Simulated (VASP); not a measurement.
A run of VASP 6.6.1:

Contents of INCAR:

```
ALGO = Normal
EDIFF = 1E-7
ENCUT = 520
GGA = PE
ISIF = 2
ISMEAR = -1
ISPIN = 2
IVDW = 12
LASPH = True
LCHARG = False
LORBIT = 11
LREAL = Auto
LWAVE = False
MAGMOM = 0 0 0 0 0 0 0 0 0 0 0 0 0 0 0 0.09 0 0 0 0 0 0.09 0 0 0.51
NBANDS = 86
NELM = 150
PREC = Accurate
SIGMA = 0.05
```

File KPOINTS:

```
k-points
0
Gamma
  2 2 2
```

File POSCAR:

```
Si8HO16
1.0
   -4.1246000000     -4.1246000000      0.0000000000
    4.1246000000     -4.1246000000      0.0000000000
    0.0000000000      0.0000000000      5.2948000000
Si O H
8 16 1
Direct
    0.4939751734      0.4867259856     -0.0227015185
   -0.0078553072      0.5084614266      0.2345508801
    0.4900960093      0.4949207196      0.4805658382
   -0.0063400087      0.5103646414      0.7354952028
   -0.0131649130      0.0029821074     -0.0216627635
    0.4929205256     -0.0096494205      0.2238611468
   -0.0010788925      0.0129345876      0.4789793760
    0.5011516268     -0.0139286234      0.7382148523
    0.1805265965      0.4964117733     -0.0140326358
   -0.0136255637      0.2034136644      0.2361562288
    0.8036173205      0.4977937255     -0.0114451915
   -0.0052247491      0.8051326189      0.2295270832
    0.1819812830      0.4940600301      0.4858918184
   -0.0268268438      0.2002497212      0.7269962983
    0.7989380788      0.5140377249      0.4754098361
    0.0177592979      0.8172792513      0.7319067765
    0.6859574262     -0.0042913252     -0.0205484626
    0.4826164961      0.6823207099      0.2325678024
    0.2872399748     -0.0098312564     -0.0078567651
    0.5045095282      0.2976531058      0.2318878900
    0.6968312079     -0.0275784318      0.4820767546
    0.4550259419      0.6822479756      0.7215947722
    0.2982471027      0.0074067788      0.4820767546
    0.5038185521      0.2951195267      0.7200649694
    0.7432841973      0.7594312176      0.7480169223
```

Potentials or basis: VASP PAW PBE potentials, release 64 (Si, O, H).

Command:

```bash
$ cat potpaw_PBE.64/Si/POTCAR potpaw_PBE.64/O/POTCAR potpaw_PBE.64/H/POTCAR > POTCAR
$ mpirun -np 1 vasp_std > vasp.out
```

Hardware: 1 thread of Intel(R) Xeon(R) 6975P-C (Granite Rapids), on a shared host.

How long does it take, and how much memory?

Wall time 3.1 min on 1 thread of Intel(R) Xeon(R) 6975P-C (Granite Rapids), with other jobs on the host, peak memory 0.44 GiB. Counts: scf iterations 17, k points 8.
